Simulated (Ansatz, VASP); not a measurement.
## One calculation of Na2C2N, two programs

```
CELL_PARAMETERS angstrom
-1.72675 2.19909 3.78462
1.72675 -2.19909 3.78462
1.72675 2.19909 -3.78462
ATOMIC_POSITIONS crystal
Na 0.73913 0.23913 0.50000
Na 0.26087 0.76087 0.50000
C 0.64633 0.50000 0.14633
C 0.35367 0.50000 0.85367
N 0.00000 0.00000 0.00000
```

Change from the starting cell: species swapped into the CoB2Mo2 type (Immm, No. 71).

Alike in both runs: functional PBE; k mesh 14 × 14 × 14; occupations gaussian, width 0.1 eV; no spin polarisation.

Ansatz relaxed the structure, and its values are those at the end. VASP's run is a single point on that final structure, the one shown.

|  | VASP | Ansatz |
| --- | --- | --- |
| version | VASP 6.6.1 | Ansatz 0.2.0 |
| potentials or method | VASP PAW PBE potentials, release 64 (Na_pv, C, N), cutoff 520 eV | scalar-relativistic, plane waves, PAW |
| valence electrons in the cell | 27 | 31 |

Ansatz gave:

| Property | Result |
| --- | --- |
| gap on the k mesh at the Fermi level (eV) | none |
| pressure (GPa) | 0.0 |
| rms of the force components (eV/Å) | 0.003 |

Which values does VASP return?

gap on the k mesh at the Fermi level (eV): none; pressure (GPa): 0.2; rms of the force components (eV/Å): 0.038.

A gap of «none» marks a metal or a gap that the smearing closes. With one functional, cell and mesh, what is left measures potentials, basis and numerics. VASP's potentials hold 27 valence electrons a cell and Ansatz's 31, so a difference there can come from the potentials and not from the codes.
